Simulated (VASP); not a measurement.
A run of VASP 6.6.1:

The input INCAR:

```
ALGO = Normal
EDIFF = 1E-6
ENCUT = 500
GGA = PS
GGA_COMPAT = F
ISIF = 2
ISMEAR = 0
LASPH = T
LCHARG = F
LREAL = F
LWAVE = F
NBANDS = 16
NELM = 120
PREC = Accurate
SIGMA = 0.15
```

The input KPOINTS:

```
k-points
0
Gamma
  14 14 14
```

Contents of POSCAR:

```
YSe
1.0
    0.0000000000      2.7887500000      2.7887500000
    2.8750000000     -0.0862500000      2.8750000000
    2.8750000000      2.8750000000     -0.0862500000
Y Se
1 1
Direct
    0.0000000000      0.0000000000      0.0000000000
    0.5000000000      0.5000000000      0.5000000000
```

Potentials or basis: VASP PAW PBE potentials, release 64 (Y_sv, Se).

Launch:

```bash
$ cat potpaw_PBE.64/Y_sv/POTCAR potpaw_PBE.64/Se/POTCAR > POTCAR
$ mpirun -np 1 vasp_std > vasp.out
```

Hardware: 1 thread of Intel(R) Xeon(R) Platinum 8488C (Sapphire Rapids), with other jobs on the host.

How long does it take, and how much memory?

It took 4.5 min on 1 thread of Intel(R) Xeon(R) Platinum 8488C (Sapphire Rapids), on a shared host, peak memory 0.47 GiB. Counts: scf iterations 13, k points 428.
